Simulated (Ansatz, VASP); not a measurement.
# Ta in VASP and in Ansatz

```
Ta
1.0
    -1.64020    1.64020    1.64020
     1.64020   -1.64020    1.64020
     1.64020    1.64020   -1.64020
Ta
1
Direct
  0.00000 0.00000 0.00000
```

Change from the starting cell: volume scaled by 0.98, crystal datasets.

Alike in both runs: task electric field gradients; functional PBE; k mesh 17 × 17 × 17; occupations fermi-dirac, width 0.08 eV; no spin polarisation.

|  | VASP | Ansatz |
| --- | --- | --- |
| version | VASP 6.6.1 | Ansatz 0.2.0 |
| potentials or method | VASP PAW PBE potentials, release 64 (Ta_pv), cutoff 520 eV | all-electron PAW with datasets made for the crystal, scalar-relativistic |

|  | VASP | Ansatz | Ansatz less VASP |
| --- | --- | --- | --- |
| pressure (GPa) | 7.6 | 7.4 | -0.26 |

Ansatz ran all-electron here, and VASP with PAW potentials.

Spin-orbit coupling is off throughout.
